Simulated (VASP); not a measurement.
AlN, 12 atoms in the cell. It takes space group P4/nmm (No. 129, tetragonal). The conventional cell has a = 2.860 Å, b = 2.860 Å, c = 11.986 Å, α = 90.00°, β = 90.00°, γ = 90.00°. Al (site symmetry 4mm) has 6 N at 1.87 to 2.02 Å within 2.5 Å. Within 2.7 Å of Al (site symmetry 4mm) lie 6 N at 2.02 Å. Within 2.7 Å of Al (site symmetry 4mm) lie 6 N at 2.02 Å. N (site symmetry 4mm) has 6 Al at 1.87 to 2.02 Å within 2.5 Å. N (site symmetry 4mm) has 6 Al at 2.02 Å within 2.7 Å. N (site symmetry 4mm) has 6 Al at 2.02 Å within 2.7 Å. 

| Quantity | Value |
| --- | --- |
| Program | VASP 6.6.1 |
| Task | single point |
| Functional | PBEsol |
| Potentials or basis | VASP PAW PBE potentials, release 64 (Al, N) |
| Cutoff | 520 eV |
| k mesh | 8 × 8 × 2 |
| Occupations | gaussian, width 0.05 eV |
| Spin | no spin polarisation |
| Dipole correction | no |
| Further INCAR settings | ALGO = Normal; EDIFF = 1e-06; NBANDS = 36 |

Potentials or basis: VASP PAW PBE potentials, release 64 (Al, N).

The run is started by

```bash
$ cat potpaw_PBE.64/Al/POTCAR potpaw_PBE.64/N/POTCAR > POTCAR
$ mpirun -np 1 vasp_std > vasp.out
```

Hardware: 1 thread of Intel(R) Xeon(R) Platinum 8259CL CPU @ 2.50GHz (Skylake/Cascade Lake) (shared host).

**Question.** How long does it take, and how much memory?

**Answer.** Run time: 77 s on 1 thread of Intel(R) Xeon(R) Platinum 8259CL CPU @ 2.50GHz (Skylake/Cascade Lake), on a shared host, peak memory 0.25 GiB. Counts: scf iterations 13, k points 30.
